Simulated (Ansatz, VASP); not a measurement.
# Y in VASP and in Ansatz

```
Y
1.0
     3.65150    0.00000    0.00000
    -1.82575    3.16229    0.00000
     0.00000    0.00000    5.89109
Y
2
Direct
  0.33333 0.66667 0.25000
  0.66667 0.33333 0.75000
```

Change from the starting cell: strain +0.000 along x and y, +0.025 along z, atoms carried along.

Alike in both runs: task single point; functional PBE; k mesh 18 × 18 × 8; occupations gaussian, width 0.15 eV; no spin polarisation.

|  | VASP | Ansatz |
| --- | --- | --- |
| version | VASP 6.6.1 | Ansatz 0.2.0 |
| potentials or method | VASP PAW PBE potentials, release 64 (Y_sv), cutoff 520 eV | scalar-relativistic, plane waves, PAW |
| valence electrons in the cell | 22 | 22 |

|  | VASP | Ansatz | Ansatz less VASP |
| --- | --- | --- | --- |
| gap on the k mesh at the Fermi level (eV) | none | none | - |
| pressure (GPa) | -1.4 | -1.3 | +0.10 |
| traceless stress, the component that is largest in VASP (GPa) | -1.30 | -1.30 | -0.005 |

A gap of «none» marks a metal or a gap that the smearing closes.
